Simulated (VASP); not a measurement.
Crystal: CaSiH6.

```
CELL_PARAMETERS angstrom
2.60179 1.50214 4.43345
-2.60179 1.50214 4.43345
0.00000 -3.00429 4.43345
ATOMIC_POSITIONS crystal
Ca 0.50000 0.50000 0.50000
Si 0.00000 0.00000 0.00000
H 0.67162 0.84246 0.24224
H 0.84246 0.24224 0.67162
H 0.75776 0.32838 0.15754
H 0.15754 0.75776 0.32838
H 0.32838 0.15754 0.75776
H 0.24224 0.67162 0.84246
```

| Item | Value |
| --- | --- |
| Program | VASP 6.6.1 |
| Task | relaxation of cell and atoms |
| Functional | PBEsol |
| Potentials or basis | VASP PAW PBE potentials, release 64 (Ca_sv, Si, H) |
| Cutoff | 600 eV |
| k mesh | 6 × 6 × 6 |
| Occupations | fermi-dirac, width 0.03 eV |
| Spin | no spin polarisation |

At the start: pressure -5.7 GPa; volume 13.00 Å³/atom.

Task: How do energy, volume and symmetry change on relaxing?

Result: Over 31 steps the energy falls by 366.9 meV/atom and the volume is 8.87 Å³/atom (-31.7 %); space group R-3 (No. 148, to 0.1 Å) before and after.

Step by step:
```
step  energy change (eV)  largest force (eV/Å)  pressure (GPa)  volume (Å³)
   1              0.0000                2.7335           -5.73       103.96
   2             -1.9030                1.5027           -3.04        97.12
   3             -2.3805                0.3247            3.29        91.55
   4             -2.4005                0.2363            1.69        92.60
   5             -2.4014                0.1974            2.01        92.38
   6             -2.4334                0.1589            0.91        94.48
   7             -2.4510                0.1051           -0.63        97.85
   8             -2.4579                0.1071           -0.37        97.49
   9             -2.4616                0.2120            0.03        96.96
  10             -2.4655                0.2119            0.00        96.81
  11             -2.4774                0.2103           -0.09        96.37
  12             -2.5023                0.2015           -0.30        95.49
  13             -2.5546                0.1609           -0.88        93.74
  14             -2.6523                0.0507           -2.55        90.31
  15             -2.6430                0.6057           -7.14        83.67
  16             -2.6967                0.1953           -3.96        87.84
  17             -2.7027                0.3048           -4.85        86.59
  18             -2.7061                0.3108           -4.90        86.34
  19             -2.7156                0.3303           -5.06        85.57
  20             -2.7308                0.3748           -5.36        84.05
  21             -2.7422                0.4862           -6.01        81.07
  22             -2.7721                0.4478           -5.63        80.06
  23             -2.8468                0.3322           -4.33        77.07
  24             -2.9226                0.1239           -1.08        71.32
  25             -2.9248                0.1046           -0.34        70.24
  26             -2.9247                0.1069           -0.48        70.44
  27             -2.9271                0.0929           -0.42        70.51
  28             -2.9324                0.0516           -0.24        70.71
  29             -2.9341                0.0413            0.11        71.12
  30             -2.9349                0.0187           -0.03        70.97
  31             -2.9350                0.0086           -0.06        70.96
```

Final structure:
```yaml
crystal:
  lattice:
    - [2.22838, 1.28656, 4.12502]
    - [-2.22838, 1.28656, 4.12502]
    - [0.00000, -2.57312, 4.12502]
  atoms:
    - { symbol: Ca, position: [0.50000, 0.50000, 0.50000] }
    - { symbol: Si, position: [0.00000, 0.00000, 0.00000] }
    - { symbol: H, position: [0.59511, 0.02448, 0.15688] }
    - { symbol: H, position: [0.02448, 0.15688, 0.59511] }
    - { symbol: H, position: [0.84312, 0.40489, 0.97552] }
    - { symbol: H, position: [0.97552, 0.84312, 0.40489] }
    - { symbol: H, position: [0.40489, 0.97552, 0.84312] }
    - { symbol: H, position: [0.15688, 0.59511, 0.02448] }
```

Caveat: the volume moved by over 15 % at a fixed basis, so the end points are rough; the PAW data sets were made with another functional, which shifts forces and pressure a little.
